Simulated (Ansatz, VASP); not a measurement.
Given: the input of a run of Ansatz 0.2.0 on Pb.

input.yaml

```yaml
crystal:
  lattice:
    - [0.0, 3.4159188228, 3.4159188228]
    - [3.4159188228, 0.0, 3.4159188228]
    - [3.4159188228, 3.4159188228, 0.0]
  atoms:
    - { symbol: Pb, position: [0.25, 0.25, 0.25] }
    - { symbol: Pb, position: [0.0, 0.0, 0.0] }
hamiltonian:
  xc: lda
  pseudopotentials: { kind: paw }
kpoints:
  mp_grid: { grid: [7, 7, 7] }
scf:
  occupations: { method: fermi_dirac, width: 0.05 }
output:
  forces: true
  stress: true
  eigenvalues: true
```

Potentials or basis: Ansatz PAW.

Launch:

```console
$ ansatz run input.yaml --threads 2 --pin off --max-ram 5632MiB --backend cpu --events-out ev --progress --plain --runs-dir out
```

Problem. Translate it to VASP 6.6.1. Potentials there: VASP PAW LDA potentials, release 64 (Pb_d).

Solution. As run (the cutoff follows the program's own potentials):

File INCAR:

```
ALGO = Normal ; EDIFF = 1E-6
ENCUT = 520 ; ISIF = 2
ISMEAR = -1 ; LASPH = True
LCHARG = True ; LELF = True
LREAL = False ; LVHAR = True
LWAVE = False ; NBANDS = 21
NELM = 60 ; PREC = Accurate
SIGMA = 0.05
```

Contents of KPOINTS:

```
k-points
0
Gamma
  7 7 7
```

File POSCAR:

```
Pb
1.0
    0.0000000000      3.4159188228      3.4159188228
    3.4159188228      0.0000000000      3.4159188228
    3.4159188228      3.4159188228      0.0000000000
Pb
2
Direct
    0.2500000000      0.2500000000      0.2500000000
    0.0000000000      0.0000000000      0.0000000000
```

Potentials or basis: VASP PAW LDA potentials, release 64 (Pb_d).

The run is started by

```console
$ cat potpaw_LDA.64/Pb_d/POTCAR > POTCAR
$ mpirun -np 1 vasp_std > vasp.out
```

Both were run:

|  | VASP | Ansatz | Ansatz less VASP |
| --- | --- | --- | --- |
| gap on the k mesh at the Fermi level (eV) | none | none | - |
| pressure (GPa) | -0.1 | -0.1 | 0.00 |

LDA's correlation is that of Perdew and Zunger in VASP and of Perdew and Wang (1992) in Ansatz. A gap of «none» marks a metal or a gap that the smearing closes.

Spin-orbit coupling is off throughout.
